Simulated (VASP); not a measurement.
A run of VASP 6.6.1:

INCAR

```
ALGO = Normal ; EDIFF = 1E-7
ENCUT = 520 ; GGA = PE
ISIF = 2 ; ISMEAR = 0
IVDW = 12 ; LASPH = True
LCHARG = True ; LELF = True
LREAL = False ; LVHAR = True
LWAVE = False ; NBANDS = 10
NELM = 80 ; PREC = Accurate
SIGMA = 0.02
```

KPOINTS

```
k-points
0
Gamma
  8 8 4
```

File POSCAR:

```
H
1.0
    1.6485318600     -2.7316882300      0.0000000000
    1.6485318600      2.7316882300      0.0000000000
    0.0000000000      0.0000000000      6.3137686200
H
4
Direct
    0.5686197497      0.4313802503      0.9994225401
    0.4313802503      0.5686197497      0.0005774599
    0.4313802503      0.5686197497      0.4994225401
    0.5686197497      0.4313802503      0.5005774599
```

Potentials or basis: VASP PAW PBE potentials, release 64 (H).

Command:

```sh
$ cat potpaw_PBE.64/H/POTCAR > POTCAR
$ mpirun -np 1 vasp_std > vasp.out
```

Hardware: 1 thread of AMD EPYC 7R43 64-Core Processor (Zen 3), with other jobs on the host.

Question: How long does it take, and how much memory?

Answer: Wall time 25 s on 1 thread of AMD EPYC 7R43 64-Core Processor (Zen 3), with other jobs on the host, peak memory 0.15 GiB. Counts: scf iterations 12, k points 63.
